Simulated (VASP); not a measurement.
Here is a VASP 6.6.1 calculation.

File INCAR:

```
ALGO = Normal
EDIFF = 1E-7
EDIFFG = -0.02
ENCUT = 500
GGA = PS
GGA_COMPAT = False
IBRION = 2
ISIF = 3
ISMEAR = 1
LASPH = True
LCHARG = False
LREAL = False
LWAVE = False
NELM = 120
NELMIN = 4
NSW = 60
PREC = Accurate
SIGMA = 0.05
```

KPOINTS

```
k-points
0
Gamma
  10 10 10
```

The input POSCAR:

```
Mo
1.0
    2.7252350000      0.0000000000      0.0000000000
   -0.9084116382      2.5693762085      0.0000000000
   -0.9084116382     -1.2846880439      2.2251451033
Mo
1
Direct
    0.0000000000      0.0000000000      0.0000000000
```

Potentials or basis: VASP PAW PBE potentials, release 64 (Mo_sv).

The run is started by

```sh
$ cat potpaw_PBE.64/Mo_sv/POTCAR > POTCAR
$ mpirun -np 1 vasp_std > vasp.out
```

Predict the relaxed cell.

a = 2.710 Å, b = 2.710 Å, c = 2.710 Å, α = 109.47°, β = 109.47°, γ = 109.47°.

What does it give for the relaxed volume?

15.32 Å³/atom.

The path:
```csv
step,energy change (eV),largest force (eV/Å),pressure (GPa),volume (Å³)
1,0.0000,0.0000,-4.67,15.58
2,0.0306,0.0000,15.49,14.58
3,-0.0039,0.0000,-0.11,15.32
```

Caveat: the PAW data sets were made with another functional, which shifts forces and pressure a little.
